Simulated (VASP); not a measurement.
Pd: single point with PBE+D3(BJ)

The system is Pd.

```xyz
1
Lattice="0.0000 1.9465 1.9465 1.9465 0.0000 1.9465 1.9465 1.9465 0.0000" Properties=species:S:1:pos:R:3 pbc="T T T"
Pd    0.0000    0.0000    0.0000
```

- Program: VASP 6.6.1
- Task: single point
- Functional: PBE
- Dispersion: D3(BJ)
- Potentials or basis: VASP PAW PBE potentials, release 64 (Pd)
- Cutoff: 500 eV
- k mesh: 8 × 8 × 8
- Occupations: gaussian, width 0.1 eV
- Spin: no spin polarisation

```
Pressure                   : 0.1 GPa
Band gap on the k mesh     : zero (bands 5 and 6 overlap by 1.60 eV)
Dispersion energy per atom : -0.668 eV
```

Levels at points of the mesh, in eV from the Fermi level:
```
           k point  band 3  band 4  band 5  band 6  band 7  band 8
(0.00, 0.00, 0.00)   -2.91   -2.91   -1.30   -1.30   17.09   21.86
(0.50, 0.00, 0.00)   -2.96   -0.09   -0.09    0.91    7.24   16.44
(0.50, 0.50, 0.00)   -0.12    0.23    0.23    3.25   10.68   13.11
```

Wall time 2.5 s on 1 thread of Intel(R) Xeon(R) 6975P-C (Granite Rapids), on a shared host, peak memory 0.13 GiB.
